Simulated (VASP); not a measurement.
**InP: single point with r2SCAN0**

InP:

```
In P
1.0
     0.00000    2.76883    2.76883
     2.76883    0.00000    2.76883
     2.76883    2.76883    0.00000
In P
1 1
Direct
  0.00000 0.00000 0.00000
  0.50000 0.50000 0.50000
```

```
Program                            : VASP 6.6.1
Task                               : single point
Functional                         : r2SCAN0
Potentials or basis                : VASP PAW PBE potentials, release 64 (In_d, P)
Cutoff                             : 520 eV
k mesh                             : 4 × 4 × 4
Occupations                        : fermi-dirac, width 0.05 eV
Spin                               : no spin polarisation
Dipole correction                  : no
Grid for exact exchange (PRECFOCK) : Normal
Further INCAR settings             : ALGO = Normal; EDIFF = 1e-06; NBANDS = 16
Share of exact exchange            : 0.25
```

| Item | Value |
| --- | --- |
| Pressure | -3.7 GPa |
| Band gap on the k mesh | zero (bands 9 and 10 overlap by 2.87 eV) |

Levels at points of the mesh, in eV from the Fermi level:
```
           k point  band 7  band 8  band 9  band 10  band 11  band 12
(0.00, 0.00, 0.00)   -0.98   -0.97   -0.97     1.62     8.23     8.24
(0.50, 0.00, 0.00)   -8.16   -0.49    0.05     3.49     4.28     4.30
(0.50, 0.50, 0.00)   -6.27   -3.31   -3.30    -2.81     4.72    11.72
```

Run time: 26 min on 1 thread of Intel Xeon 8259CL, on a shared host, peak memory 0.18 GiB.

Caveat: the k points lie up to 0.49 Å⁻¹ apart, too coarse for converged energies and pressures of a metal; the PAW data sets were made with another functional, which shifts forces and pressure a little; spin-orbit coupling is left out, which moves the levels of the heavy elements.
